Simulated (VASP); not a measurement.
# Be7S (P6/mmm) in VASP: relaxation of cell and atoms with PBE

Aim: the relaxation of cell and atoms of Be7S with PBE.

Program: VASP 6.6.1. These are calculated values, not measurements. Logs are shortened: lines on timing, memory, paths and dates and some standing lists are left out, and cuts for length are marked.

**1. The cell of the first run**

Symmetry: P6/mmm, No. 191, hexagonal system. Conventional cell: a = 3.548 Å, b = 3.548 Å, c = 8.150 Å, α = 90.00°, β = 90.00°, γ = 120.00°. Be (site symmetry 3m) has 10 Be at 2.05 to 2.34 Å within 2.7 Å. Be (site symmetry 6/mmm) has 14 Be at 2.15 to 2.34 Å within 2.8 Å. Within 2.5 Å of Be (site symmetry 6mm) lie 1 S at 1.92 Å and 7 Be at 2.15 to 2.29 Å. Within 2.5 Å of S (site symmetry 6/mmm) lie 2 Be at 1.92 Å.

The cell was built from a structure type or drawn by symmetry, and may not be a known phase.

**2. Relaxation of cell and atoms, PBE**

INCAR

```
SYSTEM = Be7S
PREC = Accurate
ENCUT = 600
EDIFF = 1E-6
ISMEAR = 0
SIGMA = 0.1
LREAL = .FALSE.
LASPH = .TRUE.
NELM = 100
ALGO = Normal
ISIF = 3
LWAVE = .FALSE.
LCHARG = .FALSE.
GGA = PE
IBRION = 2
NSW = 100
EDIFFG = -0.01
```

KPOINTS

```
Automatic mesh
0
G
  12 12 4
  0 0 0
```

POSCAR

```
Be7S
1.0
    3.5483759190      0.0000000000      0.0000000000
   -1.7741879595      3.0729836881      0.0000000000
    0.0000000000      0.0000000000      8.1503127465
Be S
7 1
Direct
    0.3333333333      0.6666666667      0.8603526144
    0.6666666667      0.3333333333      0.8603526144
    0.6666666667      0.3333333333      0.1396473856
    0.3333333333      0.6666666667      0.1396473856
    0.0000000000      0.0000000000      0.0000000000
    0.0000000000      0.0000000000      0.2641981960
    0.0000000000      0.0000000000      0.7358018040
    0.0000000000      0.0000000000      0.5000000000
```

Potentials or basis: VASP PAW PBE potentials, release 64 (Be, S).

Run with:

```console
cat potpaw_PBE.64/Be/POTCAR potpaw_PBE.64/S/POTCAR > POTCAR
mpirun -np 1 vasp_std > vasp.out
```

OUTCAR:

```text
SYSTEM = Be7S
   PREC = Accurate
   ENCUT = 600
   EDIFF = 1E-6
   ISMEAR = 0
   LREAL = .FALSE.
   LASPH = .TRUE.
   NELM = 100
   ISIF = 3
   GGA = PE
   IBRION = 2
   NSW = 100
   EDIFFG = -0.01

 ion  position               nearest neighbor table
   1  0.333  0.667  0.860-   2 2.05   2 2.05   2 2.05   4 2.28   7 2.29   7 2.29   7 2.29   5 2.34
                             5 2.34   5 2.34
   2  0.667  0.333  0.860-   1 2.05   1 2.05   1 2.05   3 2.28   7 2.29   7 2.29   7 2.29   5 2.34
                             5 2.34   5 2.34
   3  0.667  0.333  0.140-   4 2.05   4 2.05   4 2.05   2 2.28   6 2.29   6 2.29   6 2.29   5 2.34
                             5 2.34   5 2.34
   4  0.333  0.667  0.140-   3 2.05   3 2.05   3 2.05   1 2.28   6 2.29   6 2.29   6 2.29   5 2.34
                             5 2.34   5 2.34
   5  0.000  0.000  0.000-   6 2.15   7 2.15   3 2.34   4 2.34   1 2.34   2 2.34   2 2.34   3 2.34
                             1 2.34   4 2.34   2 2.34   3 2.34   1 2.34   4 2.34
   6  0.000  0.000  0.264-   8 1.92   5 2.15   3 2.29   4 2.29   3 2.29   4 2.29   3 2.29   4 2.29

   7  0.000  0.000  0.736-   8 1.92   5 2.15   1 2.29   2 2.29   2 2.29   1 2.29   2 2.29   1 2.29

   8  0.000  0.000  0.500-   6 1.92   7 1.92

  LATTYP: Found a hexagonal cell.
 ALAT       =     3.5483759190
 C/A-ratio  =     2.2969135550

  Lattice vectors:

 A1 = (   3.5483759190,   0.0000000000,   0.0000000000)
 A2 = (  -1.7741879595,   3.0729836881,   0.0000000000)
 A3 = (   0.0000000000,   0.0000000000,   8.1503127465)

Analysis of symmetry for initial positions (statically):
=====================================================================
 Subroutine PRICEL returns:
 Original cell was already a primitive cell.

 Routine SETGRP: Setting up the symmetry group for a
 hexagonal supercell.

 Subroutine GETGRP returns: Found 24 space group operations
 (whereof 24 operations were pure point group operations)
 out of a pool of 24 trial point group operations.

The static configuration has the point symmetry D_6h.

Analysis of symmetry for dynamics (positions and initial velocities):
=====================================================================
 Subroutine PRICEL returns:
 Original cell was already a primitive cell.

 Routine SETGRP: Setting up the symmetry group for a
 hexagonal supercell.

 Subroutine GETGRP returns: Found 24 space group operations
 (whereof 24 operations were pure point group operations)
 out of a pool of 24 trial point group operations.

The dynamic configuration has the point symmetry D_6h.

 Subroutine INISYM returns: Found 24 space group operations
 (whereof 24 operations are pure point group operations),
 and found     1 'primitive' translations

----------------------------------------------------------------------------------------

                                     Primitive cell

  volume of cell :      88.8718

  direct lattice vectors                    reciprocal lattice vectors
     3.548375919  0.000000000  0.000000000     0.281819070  0.162708316  0.000000000
    -1.774187960  3.072983688  0.000000000     0.000000000  0.325416631  0.000000000
     0.000000000  0.000000000  8.150312746     0.000000000  0.000000000  0.122694678

  length of vectors
     3.548375919  3.548375919  8.150312746     0.325416631  0.325416631  0.122694678

  position of ions in fractional coordinates (direct lattice)
     0.333333333  0.666666667  0.860352614
     0.666666667  0.333333333  0.860352614
     0.666666667  0.333333333  0.139647386
     0.333333333  0.666666667  0.139647386
     0.000000000  0.000000000  0.000000000
     0.000000000  0.000000000  0.264198196
     0.000000000  0.000000000  0.735801804
     0.000000000  0.000000000  0.500000000

  ion indices of the primitive-cell ions
   primitive index   ion index
                 1           1
                 2           2
                 3           3
                 4           4
                 5           5
                 6           6
                 7           7
                 8           8

----------------------------------------------------------------------------------------

 KPOINTS: Automatic mesh

Automatic generation of k-mesh.
 Grid dimensions read from file:
 generate k-points for:   12   12    4

 Generating k-lattice:

  Cartesian coordinates                     Fractional coordinates (reciprocal lattice)
     0.023484922  0.013559026  0.000000000     0.083333333 -0.000000000  0.000000000
     0.000000000  0.027118053  0.000000000     0.000000000  0.083333333  0.000000000
     0.000000000  0.000000000  0.030673670     0.000000000  0.000000000  0.250000000

  Length of vectors
     0.027118053  0.027118053  0.030673670

  Shift w.r.t. Gamma in fractional coordinates (k-lattice)
     0.000000000  0.000000000  0.000000000

 Subroutine IBZKPT returns following result:
 ===========================================

 Found     57 irreducible k-points:

 Following reciprocal coordinates:
            Coordinates               Weight
  0.000000  0.000000  0.000000      1.000000
  0.083333  0.000000  0.000000      6.000000
  0.166667 -0.000000  0.000000      6.000000
  0.250000  0.000000  0.000000      6.000000
  0.333333  0.000000  0.000000      6.000000
  0.416667 -0.000000  0.000000      6.000000
[... 16 lines left out ...]
  0.250000  0.000000  0.250000     12.000000
  0.333333  0.000000  0.250000     12.000000
 [... further k-points ...]
   k-points           NKPTS =     57   k-points in BZ     NKDIM =     57   number of bands    NBANDS=     15
   number of dos      NEDOS =    301   number of ions     NIONS =      8
   total plane-waves  NPLWV =  54880
   dimension x,y,z NGX =    28 NGY =   28 NGZ =   70
   dimension x,y,z NGXF=    56 NGYF=   56 NGZF=  140
   ions per type =               7   1
   NGX,Y,Z   is equivalent  to a cutoff of  13.12, 13.12, 14.28 a.u.
   NGXF,Y,Z  is equivalent  to a cutoff of  26.24, 26.24, 28.56 a.u.
 SYSTEM =  Be7S
   PREC   = accura    normal or accurate (medium, high low for compatibility)
   ISTART =      0    job   : 0-new  1-cont  2-samecut
   ICHARG =      2    charge: 1-file 2-atom 10-const
   ISPIN  =      1    spin polarized calculation?
   LNONCOLLINEAR =      F non collinear calculations
   LSORBIT =      F    spin-orbit coupling
   LASPH  =      T    aspherical Exc in radial PAW
   ENCUT  =  600.0 eV  44.10 Ry    6.64 a.u.   7.09  7.09 16.28*2*pi/ulx,y,z
   NELM   =    100;   NELMIN=  2; NELMDL= -5     # of ELM steps
   EDIFF  = 0.1E-05   stopping-criterion for ELM
   LREAL  =      F    real-space projection
   EDIFFG = -.1E-01   stopping-criterion for IOM
   NSW    =    100    number of steps for IOM
   IBRION =      2    ionic relax: 0-MD 1-quasi-New 2-CG
   NFREE  =      1    steps in history (QN), initial steepest desc. (CG)
   ISIF   =      3    stress and relaxation
   ISYM   =      2    0-nonsym 1-usesym 2-fastsym
   POTIM  = 0.5000    time-step for ionic-motion
   TEBEG  =    0.0;   TEEND  =   0.0 temperature during run
   PSTRESS=    0.0 pullay stress
   NELECT =      20.0000    total number of electrons
   NUPDOWN=      -1.0000    fix difference up-down
   EMIN   =  10.00;   EMAX   =-10.00  energy-range for DOS
   EFERMI =   0.00;   METHOD = LEGACY
   ISMEAR =     0;   SIGMA  =   0.10  broadening in eV -4-tet -1-fermi 0-gaus
   EFERMI_NEDOS =   21; number of points for ismear=-14 and -15
   IALGO  =     38    algorithm
   IMIX   =      4    mixing-type and parameters
     AMIX     =   0.40;   BMIX     =  1.00
     AMIX_MAG =   1.60;   BMIX_MAG =  1.00
  volume/ion in A,a.u.               =      11.11        74.97
  Fermi-wavevector in a.u.,A,eV,Ry     =   0.995780  1.881752 13.491238  0.991578
  Thomas-Fermi vector in A             =   2.127824
   LORBIT       =      0    0 simple, 1 ext, 2 COOP (PROOUT), +10 PAW based schemes
   GGA     = PE    functional components
   LHFCALC =     F    Hartree Fock is set to
   AEXX    =    0.0000 exact exchange contribution
   IVDW    =     0    specifies the selected vdW correction
   LEPSILON=     F    determine dielectric tensor
   LRPA    =     F    only Hartree local field effects (RPA)
 conjugate gradient relaxation of ions
 non-spin polarized calculation
 Gauss-broadening in eV      SIGMA  =   0.10
  energy-cutoff  :      600.00
  volume of cell :       88.87
 maximum number of plane-waves:      2994
   NGX = 15   NGY = 15   NGZ = 33

--------------------------------------- Ionic step        1  -------------------------------------------

 number of electron      20.0000001 magnetization

 Free energy of the ion-electron system (eV)
  ---------------------------------------------------
  ext. energy  EPLUGINS =         0.00000000
  ---------------------------------------------------
  free energy    TOTEN  =       -28.93237896 eV

  energy without entropy =      -28.91786444  energy(sigma->0) =      -28.92512170

------------------------ aborting loop because EDIFF is reached ----------------------------------------

  FORCE on cell =-STRESS in cart. coord.  units (eV):
  Direction    XX          YY          ZZ          XY          YZ          ZX
  --------------------------------------------------------------------------------------
  -------------------------------------------------------------------------------------
  Total        0.0957915      0.0957915     -0.0400236      0.0000000      0.0000000      0.0000000
  in kB        1.7269256      1.7269256     -0.7215440      0.0000000      0.0000000      0.0000000
  external PRESSURE =       0.9107691 kB  Pullay stress =       0.0000000 kB
[... 195 lines left out ...]
  energy  without entropy=      -28.9282033238  energy(sigma->0) =      -28.93465904

--------------------------------------- Ionic step        6  -------------------------------------------

 number of electron      20.0000001 magnetization

 Free energy of the ion-electron system (eV)
  ---------------------------------------------------
  ext. energy  EPLUGINS =         0.00000000
  ---------------------------------------------------
  free energy    TOTEN  =       -28.94171267 eV

  energy without entropy =      -28.92930657  energy(sigma->0) =      -28.93550962

 E-fermi :   4.0230     XC(G=0):  -9.6356

 val. band max:        4.0216283048   @ k =   0.0833   0.0000   0.5000
 cond. band min:       4.0400000973   @ k =   0.5000   0.0000   0.0000
 fundamental gap:      0.0183717925
 Fermi energy:         4.0230070302

 k-point     1 :       0.0000    0.0000    0.0000
  band No.  band energies     occupation
      1      -8.5405      2.00000
      2      -5.8296      2.00000
      3      -3.4397      2.00000
      4      -0.1946      2.00000
      5       0.7937      2.00000
      6       3.9934      1.32474
      7       3.9934      1.32474
      8       5.0373      0.00000
      9       5.0373      0.00000
     10       5.4651      0.00000
     11       5.4651      0.00000
     12       7.2953      0.00000
     13       7.3949      0.00000
     14       7.3949      0.00000
     15       7.6516      0.00000
[... 397 lines left out ...]
 k-point    24 :       0.3333    0.0000    0.2500
  band No.  band energies     occupation
      1      -7.9809      2.00000
      2      -4.5821      2.00000
      3      -2.0533      2.00000
      4      -0.7425      2.00000
      5      -0.1931      2.00000
      6       1.0301      2.00000
      7       1.6234      2.00000
      8       2.1141      2.00000
      9       3.2540      2.00000
     10       3.4156      2.00000
     11       4.7296      0.00000
     12       6.0207      0.00000
     13       7.0905      0.00000
     14       7.8944      0.00000
     15       9.7930      0.00000

 [... further k-points ...]

------------------------ aborting loop because EDIFF is reached ----------------------------------------

  FORCE on cell =-STRESS in cart. coord.  units (eV):
  Direction    XX          YY          ZZ          XY          YZ          ZX
  --------------------------------------------------------------------------------------
  -------------------------------------------------------------------------------------
  Total        0.0049898      0.0049898     -0.0082806      0.0000000      0.0000000      0.0000000
  in kB        0.0898899      0.0898899     -0.1491723      0.0000000      0.0000000      0.0000000
  external PRESSURE =       0.0102025 kB  Pullay stress =       0.0000000 kB
[... 23 lines left out ...]
  FREE ENERGIE OF THE ION-ELECTRON SYSTEM (eV)
  ---------------------------------------------------
  free  energy   TOTEN  =       -28.9417126734 eV

  energy  without entropy=      -28.9293065735  energy(sigma->0) =      -28.93550962

 reached required accuracy - stopping structural energy minimisation
```

Run time: 2.6 min. Hardware: 1 thread of Intel Xeon 6975P-C (Granite Rapids), shared host; peak memory 0.27 GiB.

Results:

```
Free energy                           : -28.9417 eV
Relaxed volume                        : 11.12 Å³/atom
Relaxed cell                          : a = 3.538 Å, b = 3.538 Å, c = 8.206 Å, α = 90.00°, β = 90.00°, γ = 120.00°
Space group after relaxing (to 0.1 Å) : P6/mmm (No. 191)
Energy gained by relaxing             : 1.2 meV/atom
Ionic steps                           : 6
Pressure after relaxing               : 0.0 GPa
Largest force after relaxing          : 0.007 eV/Å
Band gap on the k mesh                : zero (bands 10 and 11 overlap by 2.58 eV)
```

Forces on the atoms (eV/Å):
```
Be   0.000  0.000 -0.007
Be   0.000  0.000 -0.007
Be   0.000  0.000  0.007
Be   0.000  0.000  0.007
Be   0.000  0.000  0.000
Be   0.000  0.000 -0.007
Be   0.000  0.000  0.007
S    0.000  0.000  0.000
```

Step by step:
```tsv
step	energy change (eV)	largest force (eV/Å)	pressure (GPa)	volume (Å³)
1	0.0000	0.1393	0.09	88.87
2	-0.0033	0.0987	0.08	88.95
3	-0.0057	0.0426	0.05	89.11
4	-0.0080	0.0125	-0.16	89.23
5	-0.0087	0.0143	-0.38	89.36
6	-0.0093	0.0068	0.00	88.94
```

Final structure:
```
Be S
1.0
     3.53765    0.00000    0.00000
    -1.76883    3.06370    0.00000
     0.00000    0.00000    8.20582
Be S
7 1
Direct
  0.33333 0.66667 0.86454
  0.66667 0.33333 0.86454
  0.66667 0.33333 0.13546
  0.33333 0.66667 0.13546
  0.00000 0.00000 0.00000
  0.00000 0.00000 0.26482
  0.00000 0.00000 0.73518
  0.00000 0.00000 0.50000
```
